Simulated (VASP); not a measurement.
# TaBe3Se5 (P6/mmm) in VASP: notebook, part 2 of 2

VASP 6.6.1.

### Step 3. Relaxation of cell and atoms, PBE

This run uses another cell than the first one, of 23.74 Å³/atom.

Contents of INCAR:

```
SYSTEM = TaBe3Se5
  PREC = Accurate
  ENCUT = 600
  EDIFF = 1E-7
  ISMEAR = 0
  SIGMA = 0.1
  LREAL = .FALSE.
  LASPH = .TRUE.
  NELM = 120
  ALGO = Normal
  ISIF = 3
  LWAVE = .FALSE.
  LCHARG = .FALSE.
  GGA = PE
  IBRION = 2
  NSW = 90
  EDIFFG = -0.04
  GGA_COMPAT = .FALSE.
  NELMIN = 4
```

Contents of KPOINTS:

```
regular mesh
0
G
  6 6 2
  0 0 0
```

Contents of POSCAR:

```
TaBe3Se5
1.0
    4.9853655400      0.0000000000      0.0000000000
   -2.4926827700      4.3174532000      0.0000000000
    0.0000000000      0.0000000000      9.9250890800
Ta Be Se
1 3 5
Direct
    0.0000000000      0.0000000000      0.5000000000
    0.5000000000      0.0000000000      0.0000000000
    0.0000000000      0.5000000000      0.0000000000
    0.5000000000      0.5000000000      0.0000000000
    0.0000000000      0.0000000000      0.7336447700
    0.0000000000      0.0000000000      0.2663552300
    0.5000000000      0.0000000000      0.5000000000
    0.0000000000      0.5000000000      0.5000000000
    0.5000000000      0.5000000000      0.5000000000
```

Potentials or basis: VASP PAW PBE potentials, release 64 (Ta_pv, Be, Se).

Started as:

```sh
cat potpaw_PBE.64/Ta_pv/POTCAR potpaw_PBE.64/Be/POTCAR potpaw_PBE.64/Se/POTCAR > POTCAR
mpirun -np 1 vasp_std > vasp.out
```

OUTCAR:

```text
SYSTEM = TaBe3Se5
   PREC = Accurate
   ENCUT = 600
   EDIFF = 1E-7
   ISMEAR = 0
   LREAL = .FALSE.
   LASPH = .TRUE.
   NELM = 120
   ISIF = 3
   GGA = PE
   IBRION = 2
   NSW = 90
   EDIFFG = -0.04
   NELMIN = 4

 ion  position               nearest neighbor table
   1  0.000  0.000  0.500-   5 2.32   6 2.32   8 2.49   9 2.49   8 2.49   9 2.49   7 2.49   7 2.49

   2  0.500  0.000  0.000-
   3  0.000  0.500  0.000-
   4  0.500  0.500  0.000-
   5  0.000  0.000  0.734-   1 2.32
   6  0.000  0.000  0.266-   1 2.32
   7  0.500  0.000  0.500-   8 2.49   9 2.49   9 2.49   8 2.49   1 2.49   1 2.49
   8  0.000  0.500  0.500-   1 2.49   7 2.49   1 2.49   7 2.49   9 2.49   9 2.49
   9  0.500  0.500  0.500-   1 2.49   7 2.49   7 2.49   1 2.49   8 2.49   8 2.49

  LATTYP: Found a hexagonal cell.
 ALAT       =     4.9853655400
 C/A-ratio  =     1.9908448037

  Lattice vectors:

 A1 = (   4.9853655400,   0.0000000000,   0.0000000000)
 A2 = (  -2.4926827700,   4.3174532000,   0.0000000000)
 A3 = (   0.0000000000,   0.0000000000,   9.9250890800)

Analysis of symmetry for initial positions (statically):
=====================================================================
 Subroutine PRICEL returns:
 Original cell was already a primitive cell.

 Routine SETGRP: Setting up the symmetry group for a
 hexagonal supercell.

 Subroutine GETGRP returns: Found 24 space group operations
 (whereof 24 operations were pure point group operations)
 out of a pool of 24 trial point group operations.

The static configuration has the point symmetry D_6h.

Analysis of symmetry for dynamics (positions and initial velocities):
=====================================================================
 Subroutine PRICEL returns:
 Original cell was already a primitive cell.

 Routine SETGRP: Setting up the symmetry group for a
 hexagonal supercell.
[... 127 lines left out ...]
     AMIX     =   0.40;   BMIX     =  1.00
     AMIX_MAG =   1.60;   BMIX_MAG =  1.00
  volume/ion in A,a.u.               =      23.74       160.18
  Fermi-wavevector in a.u.,A,eV,Ry     =   0.988298  1.867612 13.289249  0.976732
  Thomas-Fermi vector in A             =   2.119814
   LORBIT       =      0    0 simple, 1 ext, 2 COOP (PROOUT), +10 PAW based schemes
   GGA     = PE    functional components
   LHFCALC =     F    Hartree Fock is set to
   AEXX    =    0.0000 exact exchange contribution
   IVDW    =     0    specifies the selected vdW correction
   LEPSILON=     F    determine dielectric tensor
   LRPA    =     F    only Hartree local field effects (RPA)
 conjugate gradient relaxation of ions
 non-spin polarized calculation
 Gauss-broadening in eV      SIGMA  =   0.10
  energy-cutoff  :      600.00
  volume of cell :      213.63
 maximum number of plane-waves:      7152
 NGX is ok and might be reduce to    40
   NGX = 19   NGY = 19   NGZ = 39

--------------------------------------- Ionic step        1  -------------------------------------------

 number of electron      46.9999996 magnetization

 Free energy of the ion-electron system (eV)
  ---------------------------------------------------
  ext. energy  EPLUGINS =         0.00000000
  ---------------------------------------------------
  free energy    TOTEN  =       -31.44299989 eV

  energy without entropy =      -31.42186344  energy(sigma->0) =      -31.43243166

------------------------ aborting loop because EDIFF is reached ----------------------------------------

  FORCE on cell =-STRESS in cart. coord.  units (eV):
  Direction    XX          YY          ZZ          XY          YZ          ZX
  --------------------------------------------------------------------------------------
  -------------------------------------------------------------------------------------
  Total       22.3483754     22.3483753     11.5566405      0.0000000      0.0000000      0.0000000
  in kB      167.6090562    167.6090558     86.6728596      0.0000000      0.0000000      0.0000000
  external PRESSURE =     140.6303239 kB  Pullay stress =       0.0000000 kB
[... 110 lines left out ...]
  FREE ENERGIE OF THE ION-ELECTRON SYSTEM (eV)
  ---------------------------------------------------
  free  energy   TOTEN  =       -33.5178594448 eV

  energy  without entropy=      -33.4962085383  energy(sigma->0) =      -33.50703399

[... ionic steps 4 to 25 ...]

--------------------------------------- Ionic step       26  -------------------------------------------

 number of electron      46.9999996 magnetization

------------------------ aborting loop because EDIFF is reached ----------------------------------------
[... 81 lines left out ...]
--------------------------------------- Ionic step       28  -------------------------------------------

 number of electron      46.9999997 magnetization

 Free energy of the ion-electron system (eV)
  ---------------------------------------------------
  ext. energy  EPLUGINS =         0.00000000
  ---------------------------------------------------
  free energy    TOTEN  =       -35.97155105 eV

  energy without entropy =      -35.95102963  energy(sigma->0) =      -35.96129034

 E-fermi :   3.1749     XC(G=0):  -9.1346

 val. band max:        3.1690758914   @ k =   0.3333   0.3333   0.0000
 cond. band min:       3.1873663462   @ k =   0.3333  -0.0000   0.0000
 fundamental gap:      0.0182904548
 Fermi energy:         3.1748911982

 k-point     1 :       0.0000    0.0000    0.0000
  band No.  band energies     occupation
      1     -32.8655      2.00000
      2     -32.8655      2.00000
      3     -32.5480      2.00000
      4     -13.6217      2.00000
      5      -9.5331      2.00000
      6      -9.2835      2.00000
[... 459 lines left out ...]
  FREE ENERGIE OF THE ION-ELECTRON SYSTEM (eV)
  ---------------------------------------------------
  free  energy   TOTEN  =       -35.9715510529 eV

  energy  without entropy=      -35.9510296296  energy(sigma->0) =      -35.96129034

 reached required accuracy - stopping structural energy minimisation
```

OSZICAR:

```text
N       E                     dE             d eps       ncg     rms          rms(c)
DAV:   1     0.295961438139E+03    0.29596E+03   -0.21944E+04   864   0.157E+03
DAV:   2     0.136405395999E+00   -0.29583E+03   -0.28651E+03   984   0.276E+02
DAV:   3    -0.316595095947E+02   -0.31796E+02   -0.29675E+02  1048   0.888E+01
DAV:   4    -0.329104107655E+02   -0.12509E+01   -0.12249E+01   976   0.162E+01
[... 363 lines left out ...]
DAV:   5    -0.359715554561E+02    0.23974E-04   -0.11821E-04   948   0.582E-02    0.247E-02
DAV:   6    -0.359715521105E+02    0.33456E-05   -0.22608E-05  1044   0.226E-02    0.130E-02
DAV:   7    -0.359715510903E+02    0.10202E-05   -0.77046E-06   948   0.115E-02    0.706E-03
DAV:   8    -0.359715510170E+02    0.73326E-07   -0.12493E-06   908   0.591E-03    0.165E-03
DAV:   9    -0.359715510529E+02   -0.35948E-07   -0.20719E-07   584   0.208E-03
  28 F= -.35971551E+02 E0= -.35961290E+02  d E =-.146886E-02
```

CONTCAR:

```text
TaBe3Se5
   1.00000000000000
     5.2554815941815916   -0.0000000000000000    0.0000000000000000
    -2.6277407970907958    4.5513805642350240   -0.0000000000000000
    -0.0000000000000000   -0.0000000000000000    8.2804736544355162
  Ta              Be              Se
     1     3     5
Direct
     0.0000000000000000    0.0000000000000000    0.5000000000000000
     0.5000000000000000    0.0000000000000000    1.0000000000000000
     0.0000000000000000    0.5000000000000000    1.0000000000000000
     0.5000000000000000    0.5000000000000000    1.0000000000000000
     0.0000000000000000    0.0000000000000000    0.8162659518098442
     0.0000000000000000    0.0000000000000000    0.1837340481901557
     0.5000000000000000    0.0000000000000000    0.5000000000000000
     0.0000000000000000    0.5000000000000000    0.5000000000000000
     0.5000000000000000    0.5000000000000000    0.5000000000000000

  0.00000000E+00  0.00000000E+00  0.00000000E+00
  0.00000000E+00  0.00000000E+00  0.00000000E+00
  0.00000000E+00  0.00000000E+00  0.00000000E+00
  0.00000000E+00  0.00000000E+00  0.00000000E+00
  0.00000000E+00  0.00000000E+00  0.00000000E+00
  0.00000000E+00  0.00000000E+00  0.00000000E+00
  0.00000000E+00  0.00000000E+00  0.00000000E+00
  0.00000000E+00  0.00000000E+00  0.00000000E+00
  0.00000000E+00  0.00000000E+00  0.00000000E+00
```

It took 44 min on 1 thread of Oxide Virtual Turin-like, shared host; peak memory 0.41 GiB.

Results:

```yaml
Free_energy: -35.9716 eV
Relaxed_volume: 22.01 Å³/atom
Relaxed_cell: a = 5.255 Å, b = 5.255 Å, c = 8.280 Å, α = 90.00°, β = 90.00°, γ = 120.00°
Space_group_after_relaxing_to_0.1_Å: P6/mmm (No. 191)
Energy_gained_by_relaxing: 503.2 meV/atom
Ionic_steps: 28
Pressure_after_relaxing: 0.0 GPa
Largest_force_after_relaxing: 0.014 eV/Å
Band_gap_on_the_k_mesh: zero (an odd number of electrons rules out a gap without spin polarisation)
```

Forces on the atoms (eV/Å):
```
Ta   0.000  0.000  0.000
Be   0.000  0.000  0.000
Be   0.000  0.000  0.000
Be   0.000  0.000  0.000
Se   0.000  0.000  0.014
Se   0.000  0.000 -0.014
Se   0.000  0.000  0.000
Se   0.000  0.000  0.000
Se   0.000  0.000  0.000
```

Step by step:
```
step  energy change (eV)  largest force (eV/Å)  pressure (GPa)  volume (Å³)
   1              0.0000                4.6921           14.06       213.63
   2             -1.2461                0.4157           -6.86       284.47
   3             -2.0749                0.8472           -1.62       252.06
   4             -2.0753                0.8963           -1.42       251.25
   5             -2.3622                1.3581           -1.50       245.75
   6             -2.9738                3.1561           -1.01       228.37
   7             -0.8173                9.6905            7.22       189.63
   8             -2.2791                6.5368            3.10       208.57
   9             -2.6186                5.1139            1.09       219.50
  10             -2.6631                5.0687            1.03       218.85
  11             -2.7879                4.9297            0.87       216.89
  12             -2.9947                4.6323            0.64       212.94
  13             -3.1931                3.9118            0.59       204.89
  14             -2.9520                1.7653            1.69       188.17
  15             -3.0432                3.9228            1.18       199.98
  16             -3.3073                3.2199            0.53       200.29
  17             -3.8878                1.5423           -1.08       201.14
  18             -4.3636                0.3997           -2.50       202.52
  19             -4.3821                0.6324           -2.53       202.74
  20             -4.3841                0.7142           -2.53       202.82
  21             -4.4413                0.6700           -1.64       200.36
  22             -4.4896                0.5982            0.18       195.94
  23             -4.4902                0.5853            0.46       195.32
  24             -4.5022                0.4837            0.43       195.62
  25             -4.5243                0.1391            0.40       196.52
  26             -4.5036                0.5474            0.47       198.32
  27             -4.5271                0.0460            0.41       196.99
  28             -4.5286                0.0138            0.03       198.07
```

Final structure:
```
Ta Be Se
1.0
     5.25548    0.00000    0.00000
    -2.62774    4.55138    0.00000
     0.00000    0.00000    8.28047
Ta Be Se
1 3 5
Direct
  0.00000 0.00000 0.50000
  0.50000 0.00000 0.00000
  0.00000 0.50000 0.00000
  0.50000 0.50000 0.00000
  0.00000 0.00000 0.81627
  0.00000 0.00000 0.18373
  0.50000 0.00000 0.50000
  0.00000 0.50000 0.50000
  0.50000 0.50000 0.50000
```

Levels at points of the mesh, in eV from the Fermi level:
```csv
k point,band 19,band 20,band 21,band 22,band 23,band 24,band 25,band 26,band 27,band 28
"(0.00, 0.00, 0.00)",-1.11,-1.11,-0.83,-0.58,0.16,0.47,0.47,0.70,1.46,1.65
"(0.50, 0.00, 0.00)",-2.38,-2.15,-1.38,-0.47,-0.36,0.26,0.49,1.09,1.21,1.82
"(0.00, 0.00, 0.50)",-1.13,-1.09,-1.09,-0.84,-0.54,-0.54,0.14,0.47,0.47,0.97
"(0.50, 0.00, 0.50)",-2.46,-2.21,-1.65,-1.57,-1.27,0.21,0.49,0.90,2.35,2.43
```

Caveat: a cell axis changed by over 15 % at a fixed basis, so the end point is rough; spin-orbit coupling is left out, which moves the levels of the heavy elements; an odd number of electrons without spin polarisation forces a metal; a magnetic or distorted state may lie lower.

The gap in the log of VASP goes by the Fermi energy; the results here count the filled bands.